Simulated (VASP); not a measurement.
# Al4FeCo3 in VASP: a series of runs, part 2 of 2

VASP 6.6.1.

## (3) Single point, PBE

INCAR

```
PREC     = Accurate       # precision mode
ENCUT    = 520            # plane-wave cutoff, eV
EDIFF    = 1E-7           # SCF threshold, eV
ISMEAR   = 0              # smearing method
SIGMA    = 0.2            # smearing width, eV
LREAL    = F              # projectors in reciprocal space
LASPH    = T              # aspherical terms in the spheres
NELM     = 60             # most SCF steps
ALGO     = Fast           # electronic algorithm
ISIF     = 2              # what is computed and relaxed
LWAVE    = F              # write WAVECAR
LCHARG   = F              # write CHGCAR
GGA      = PE             # functional
NBANDS   = 34             # bands
```

KPOINTS

```
regular mesh
0
Gamma
  8 4 4
```

POSCAR

```
Al4FeCo3
1.0
    0.0000000000      0.0000000000      2.8574821000
    5.7084663000      0.0000000000      0.0000000000
    0.0000000000      5.7084663000      0.0000000000
Al Fe Co
4 1 3
Direct
    0.0000000000      0.7475010000      0.7475010000
    0.0000000000      0.7475010000      0.2524990000
    0.0000000000      0.2524990000      0.7475010000
    0.0000000000      0.2524990000      0.2524990000
    0.5000000000      0.5000000000      0.5000000000
    0.5000000000      0.5000000000      0.0000000000
    0.5000000000      0.0000000000      0.5000000000
    0.5000000000      0.0000000000      0.0000000000
```

Potentials or basis: VASP PAW PBE potentials, release 64 (Al, Fe, Co).

Launch:

```console
> cat potpaw_PBE.64/Al/POTCAR potpaw_PBE.64/Fe/POTCAR potpaw_PBE.64/Co/POTCAR > POTCAR
> mpirun -np 1 vasp_std > vasp.out
```

OUTCAR:

```text
PREC = Accurate
   ENCUT = 520
   EDIFF = 1E-7
   ISMEAR = 0
   LREAL = F
   LASPH = T
   NELM = 60
   ISIF = 2
   GGA = PE

 ion  position               nearest neighbor table
   1  0.000  0.748  0.748-   5 2.46   5 2.46   7 2.47   6 2.47   6 2.47   7 2.47   8 2.49   8 2.49
                             2 2.83   3 2.83   3 2.88   2 2.88
   2  0.000  0.748  0.252-   5 2.46   5 2.46   7 2.47   6 2.47   6 2.47   7 2.47   8 2.49   8 2.49
                             1 2.83   4 2.83   4 2.88   1 2.88
   3  0.000  0.252  0.748-   5 2.46   5 2.46   7 2.47   6 2.47   6 2.47   7 2.47   8 2.49   8 2.49
                             1 2.83   4 2.83   4 2.88   1 2.88
   4  0.000  0.252  0.252-   5 2.46   5 2.46   7 2.47   6 2.47   6 2.47   7 2.47   8 2.49   8 2.49
                             2 2.83   3 2.83   3 2.88   2 2.88
[... 1112 lines left out ...]
  external PRESSURE =      -1.4604296 kB  Pullay stress =       0.0000000 kB

 VOLUME and BASIS-vectors are now :
 -----------------------------------------------------------------------------
  energy-cutoff  :      520.00
  volume of cell :       93.12
      direct lattice vectors                 reciprocal lattice vectors
     0.000000000  0.000000000  2.857482100     0.000000000  0.000000000  0.349958448
     5.708466300  0.000000000  0.000000000     0.175178401  0.000000000  0.000000000
     0.000000000  5.708466300  0.000000000     0.000000000  0.175178401  0.000000000

 POSITION                                       TOTAL-FORCE (eV/Angst)
 -----------------------------------------------------------------------------------
      4.26708      4.26708      0.00000         0.012449      0.012449      0.000000
      4.26708      1.44138      0.00000         0.012449     -0.012449     -0.000000
      1.44138      4.26708      0.00000        -0.012449      0.012449     -0.000000
      1.44138      1.44138      0.00000        -0.012449     -0.012449     -0.000000
      2.85423      2.85423      1.42874         0.000000     -0.000000     -0.000000
      2.85423      0.00000      1.42874         0.000000     -0.000000     -0.000000
      0.00000      2.85423      1.42874         0.000000     -0.000000     -0.000000
      0.00000      0.00000      1.42874         0.000000     -0.000000     -0.000000
 -----------------------------------------------------------------------------------
    total drift:                                0.000000     -0.000000      0.000000

  FREE ENERGIE OF THE ION-ELECTRON SYSTEM (eV)
  ---------------------------------------------------
  free  energy   TOTEN  =       -48.7785233484 eV

  energy  without entropy=      -48.7278945306  energy(sigma->0) =      -48.75320894
```

stdout:

```text
POSCAR found type information on POSCAR AlFeCo
 POSCAR found :  3 types and       8 ions
 scaLAPACK will be used
 LDA part: xc-table for (Slater+PW92), standard interpolation
 POSCAR, INCAR and KPOINTS ok, starting setup
 FFT: planning ... GRIDC
 FFT: planning ... GRID_SOFT
 FFT: planning ... GRID
 WAVECAR not read
 entering main loop
```

Wall time 73 s (1 thread of AMD EPYC 9R45 (Zen 5), shared host); peak memory 0.22 GiB.

What came out:

- Free energy: -48.7785 eV
- Pressure: -0.1 GPa
- Largest force: 0.018 eV/Å
- Band gap on the k mesh: zero (an odd number of electrons rules out a gap without spin polarisation)

Forces on the atoms (eV/Å):
```
Al   0.012  0.012  0.000
Al   0.012 -0.012  0.000
Al  -0.012  0.012  0.000
Al  -0.012 -0.012  0.000
Fe   0.000  0.000  0.000
Co   0.000  0.000  0.000
Co   0.000  0.000  0.000
Co   0.000  0.000  0.000
```

Stress tensor (GPa, compression positive):
```
-0.04  0.00  0.00
 0.00 -0.04  0.00
 0.00  0.00 -0.36
```

Levels at points of the mesh, in eV from the Fermi level:
| k point | band 22 | band 23 | band 24 | band 25 | band 26 | band 27 |
| --- | --- | --- | --- | --- | --- | --- |
| (0.00, 0.00, 0.00) | -0.36 | -0.05 | -0.05 | 0.08 | 0.54 | 0.84 |
| (0.50, 0.00, 0.00) | -0.02 | -0.02 | 0.23 | 0.34 | 0.92 | 2.73 |
| (0.00, 0.50, 0.00) | -0.57 | -0.31 | -0.06 | 0.33 | 0.78 | 1.81 |
| (0.50, 0.50, 0.00) | 0.22 | 0.32 | 0.48 | 0.49 | 0.62 | 0.68 |
| (0.00, 0.50, 0.50) | -0.94 | -0.32 | -0.32 | 1.91 | 1.99 | 1.99 |
| (0.50, 0.50, 0.50) | -0.34 | -0.17 | -0.17 | 0.46 | 0.46 | 0.53 |

Caveat: the run has no spin polarisation, though such a crystal can be magnetic.

## (4) Single point, PBE

INCAR

```
PREC = Accurate ; ENCUT = 520
EDIFF = 1E-6 ; ISMEAR = 0
SIGMA = 0.2 ; LREAL = F
LASPH = T ; NELM = 100
ALGO = Fast ; ISIF = 2
LWAVE = F ; LCHARG = F
GGA = PE ; NBANDS = 34
```

KPOINTS

```
Automatic mesh
0
Gamma
  8 4 4
```

POSCAR

```
Al4FeCo3
1.0
    0.0002074974     -0.0000721717      2.8536055140
    5.7080022659      0.0000075259      0.0003785942
    0.0000070962      5.7095808798     -0.0001299213
Al Fe Co
4 1 3
Direct
   -0.0000174022      0.7476116931      0.7476229010
   -0.0000664051      0.7476321574      0.2523658341
    0.0000068354      0.2523865714      0.7476067768
    0.0000183224      0.2523808661      0.2523971327
    0.5000189712      0.5000083575      0.4999976659
    0.5000165756      0.4999895238      0.0000090632
    0.5000222630     -0.0000175412      0.5000060964
    0.5000008399      0.0000083720     -0.0000054700
```

Launch:

```console
> cat potpaw_PBE.64/Al/POTCAR potpaw_PBE.64/Fe/POTCAR potpaw_PBE.64/Co/POTCAR > POTCAR
> mpirun -np 1 vasp_std > vasp.out
```

It took 2.5 min on 1 thread of AMD EPYC 9R45 (Zen 5), shared host; peak memory 0.3 GiB.

It converged, with:

* Free energy: -48.7787 eV
* Pressure: 0.1 GPa
* Largest force: 0.005 eV/Å
* Band gap on the k mesh: zero (an odd number of electrons rules out a gap without spin polarisation)

Forces in eV/Å, atoms in the order of the input:
```
Al   0.004  0.004  0.001
Al   0.003 -0.003  0.002
Al  -0.004  0.004  0.000
Al  -0.004 -0.004  0.000
Fe   0.000  0.000 -0.001
Co   0.000  0.000 -0.001
Co   0.001  0.000 -0.001
Co   0.000  0.000  0.000
```

Levels at points of the mesh, in eV from the Fermi level:
```tsv
k point	band 20	band 21	band 22	band 23	band 24	band 25	band 26	band 27	band 28	band 29
(0.00, 0.00, 0.00)	-0.58	-0.58	-0.37	-0.05	-0.05	0.08	0.53	0.84	2.89	3.88
(0.50, 0.00, 0.00)	-1.05	-0.23	-0.02	-0.02	0.24	0.34	0.92	2.73	2.73	2.73
(0.00, 0.50, 0.00)	-0.92	-0.71	-0.57	-0.31	-0.06	0.32	0.77	1.80	2.06	5.66
(0.50, 0.50, 0.00)	-0.60	-0.02	0.23	0.32	0.49	0.49	0.62	0.67	1.01	2.73
(0.00, 0.00, 0.50)	-0.92	-0.71	-0.57	-0.31	-0.05	0.33	0.78	1.80	2.05	5.65
(0.50, 0.00, 0.50)	-0.60	-0.02	0.23	0.32	0.49	0.49	0.62	0.67	1.01	2.73
(0.00, 0.50, 0.50)	-1.02	-0.95	-0.94	-0.31	-0.31	1.90	1.98	1.98	2.44	3.67
(0.50, 0.50, 0.50)	-0.85	-0.39	-0.34	-0.17	-0.17	0.47	0.47	0.53	1.32	6.17
```

Caveat: the run has no spin polarisation, though such a crystal can be magnetic.

## (5) Single point, PBE

INCAR

```
SYSTEM = Al4FeCo3
PREC = Accurate
ENCUT = 520
EDIFF = 1E-6
ISMEAR = 0
SIGMA = 0.1
LREAL = .False.
LASPH = .True.
NELM = 100
ALGO = Fast
ISIF = 2
LWAVE = .False.
LCHARG = .True.
GGA = PE
LELF = .True.
LVHAR = .True.
NBANDS = 34
```

KPOINTS

```
Automatic mesh
0
Gamma
  8 8 14
  0 0 0
```

POSCAR

```
Al4FeCo3
1.0
    5.7084663000      0.0000000000      0.0000000000
    0.0000000000      5.7084663000      0.0000000000
    0.0000000000      0.0000000000      2.8574821000
Al Fe Co
4 1 3
Direct
    0.7475010000      0.7475010000      0.0000000000
    0.7475010000      0.2524990000      0.0000000000
    0.2524990000      0.7475010000      0.0000000000
    0.2524990000      0.2524990000      0.0000000000
    0.5000000000      0.5000000000      0.5000000000
    0.5000000000      0.0000000000      0.5000000000
    0.0000000000      0.5000000000      0.5000000000
    0.0000000000      0.0000000000      0.5000000000
```

Potentials or basis: VASP PAW PBE potentials, release 64 (Al, Fe, Co).

Launch:

```console
> cat potpaw_PBE.64/Al/POTCAR potpaw_PBE.64/Fe/POTCAR potpaw_PBE.64/Co/POTCAR > POTCAR
> mpirun -np 1 vasp_std > vasp.out
```

OUTCAR:

```text
SYSTEM = Al4FeCo3
   PREC = Accurate
   ENCUT = 520
   EDIFF = 1E-6
   ISMEAR = 0
   LREAL = .False.
   LASPH = .True.
   NELM = 100
   ISIF = 2
   GGA = PE

 ion  position               nearest neighbor table
   1  0.748  0.748  0.000-   5 2.46   5 2.46   7 2.47   6 2.47   6 2.47   7 2.47   8 2.49   8 2.49
                             2 2.83   3 2.83   3 2.88   2 2.88
   2  0.748  0.252  0.000-   5 2.46   5 2.46   7 2.47   6 2.47   6 2.47   7 2.47   8 2.49   8 2.49
                             1 2.83   4 2.83   4 2.88   1 2.88
   3  0.252  0.748  0.000-   5 2.46   5 2.46   7 2.47   6 2.47   6 2.47   7 2.47   8 2.49   8 2.49
                             1 2.83   4 2.83   4 2.88   1 2.88
[... 1113 lines left out ...]
  external PRESSURE =      -0.7505672 kB  Pullay stress =       0.0000000 kB

 VOLUME and BASIS-vectors are now :
 -----------------------------------------------------------------------------
  energy-cutoff  :      520.00
  volume of cell :       93.12
      direct lattice vectors                 reciprocal lattice vectors
     5.708466300  0.000000000  0.000000000     0.175178401  0.000000000  0.000000000
     0.000000000  5.708466300  0.000000000     0.000000000  0.175178401  0.000000000
     0.000000000  0.000000000  2.857482100     0.000000000  0.000000000  0.349958448

 POSITION                                       TOTAL-FORCE (eV/Angst)
 -----------------------------------------------------------------------------------
      4.26708      4.26708      0.00000         0.003192      0.003192      0.000000
      4.26708      1.44138      0.00000         0.003192     -0.003192     -0.000000
      1.44138      4.26708      0.00000        -0.003192      0.003192      0.000000
      1.44138      1.44138      0.00000        -0.003192     -0.003192      0.000000
      2.85423      2.85423      1.42874         0.000000      0.000000      0.000000
      2.85423      0.00000      1.42874         0.000000      0.000000      0.000000
      0.00000      2.85423      1.42874         0.000000      0.000000      0.000000
      0.00000      0.00000      1.42874         0.000000      0.000000      0.000000
 -----------------------------------------------------------------------------------
    total drift:                                0.000000      0.000000      0.000000

  FREE ENERGIE OF THE ION-ELECTRON SYSTEM (eV)
  ---------------------------------------------------
  free  energy   TOTEN  =       -48.7166664707 eV

  energy  without entropy=      -48.6941572456  energy(sigma->0) =      -48.70541186
```

stdout:

```text
POSCAR found type information on POSCAR AlFeCo
 POSCAR found :  3 types and       8 ions
 scaLAPACK will be used
 LDA part: xc-table for (Slater+PW92), standard interpolation
 POSCAR, INCAR and KPOINTS ok, starting setup
 FFT: planning ... GRIDC
 FFT: planning ... GRID_SOFT
 FFT: planning ... GRID
 WAVECAR not read
 entering main loop
```

It took 4.6 min on 1 thread of AMD EPYC 9R45 (Zen 5), shared host; peak memory 0.42 GiB.

Results:

```yaml
Free_energy: -48.7167 eV
Pressure: -0.1 GPa
Largest_force: 0.005 eV/Å
Band_gap_on_the_k_mesh: zero (an odd number of electrons rules out a gap without spin polarisation)
```

Forces in eV/Å, atoms in the order of the input:
```
Al   0.003  0.003  0.000
Al   0.003 -0.003  0.000
Al  -0.003  0.003  0.000
Al  -0.003 -0.003  0.000
Fe   0.000  0.000  0.000
Co   0.000  0.000  0.000
Co   0.000  0.000  0.000
Co   0.000  0.000  0.000
```

Caveat: the run has no spin polarisation, though such a crystal can be magnetic. Spin polarisation is off, so any magnetic state and its effect on volume and gap are missing.

## (6) Single point, PBE

INCAR

```
ALGO = Fast
EDIFF = 1E-6
ENCUT = 520
GGA = PE
ISIF = 2
ISMEAR = 0
LASPH = T
LCHARG = F
LREAL = F
LWAVE = F
NBANDS = 34
NELM = 100
PREC = Accurate
SIGMA = 0.1
```

KPOINTS

```
k-points
0
Gamma
  8 8 14
```

POSCAR is that of step 5.

Potentials or basis: VASP PAW PBE potentials, release 64 (Al, Fe, Co).

Launch:

```console
> cat potpaw_PBE.64/Al/POTCAR potpaw_PBE.64/Fe/POTCAR potpaw_PBE.64/Co/POTCAR > POTCAR
> mpirun -np 1 vasp_std > vasp.out
```

It took 4.4 min on 1 thread of AMD EPYC 9R45 (Zen 5), shared host; peak memory 0.43 GiB.

Results (log left out):

- Free energy: -48.7167 eV
- Pressure: -0.1 GPa
- Largest force: 0.005 eV/Å
- Band gap on the k mesh: zero (an odd number of electrons rules out a gap without spin polarisation)

Forces on the atoms (eV/Å):
```
Al   0.003  0.003  0.000
Al   0.003 -0.003  0.000
Al  -0.003  0.003  0.000
Al  -0.003 -0.003  0.000
Fe   0.000  0.000  0.000
Co   0.000  0.000  0.000
Co   0.000  0.000  0.000
Co   0.000  0.000  0.000
```

Levels at points of the mesh, in eV from the Fermi level:
```
           k point  band 22  band 23  band 24  band 25  band 26  band 27
(0.00, 0.00, 0.00)    -0.31     0.01     0.01     0.13     0.59     0.89
(0.50, 0.00, 0.00)    -0.52    -0.25     0.00     0.38     0.83     1.85
(0.50, 0.50, 0.00)    -0.88    -0.26    -0.26     1.96     2.04     2.04
(0.00, 0.00, 0.50)     0.03     0.03     0.29     0.39     0.98     2.78
(0.50, 0.00, 0.50)     0.28     0.37     0.54     0.54     0.68     0.72
(0.50, 0.50, 0.50)    -0.28    -0.11    -0.11     0.52     0.52     0.58
```

Caveat: the run has no spin polarisation, though such a crystal can be magnetic. Spin polarisation is off, so any magnetic state and its effect on volume and gap are missing.

## (7) Summary

| cell | k mesh | smearing | gap on the mesh (eV) | pressure (GPa) | largest force (eV/Å) |
| --- | --- | --- | --- | --- | --- |
| a = 5.708, b = 5.708, c = 2.857 Å, 8 atoms | 4 × 4 × 6 | gaussian 0.1 eV | none | -0.2 | 0.02 |
| a = 2.857, b = 5.708, c = 5.708 Å, 8 atoms | 8 × 4 × 4 | gaussian 0.2 eV | none | -0.1 | 0.02 |
| a = 2.854, b = 5.708, c = 5.710 Å, 8 atoms | 8 × 4 × 4 | gaussian 0.2 eV | none | 0.1 | 0.01 |
| a = 5.708, b = 5.708, c = 2.857 Å, 8 atoms | 8 × 8 × 14 | gaussian 0.1 eV | none | -0.1 | - |

Alike in all rows: task single point; level PBE; potentials or basis VASP PAW PBE potentials, release 64 (Al, Fe, Co); no spin polarisation; cutoff (eV) 520.

Caveats: some runs use coarse meshes; the run has no spin polarisation, though such a crystal can be magnetic.

Absolute energies hang on the potentials; compare differences alone.
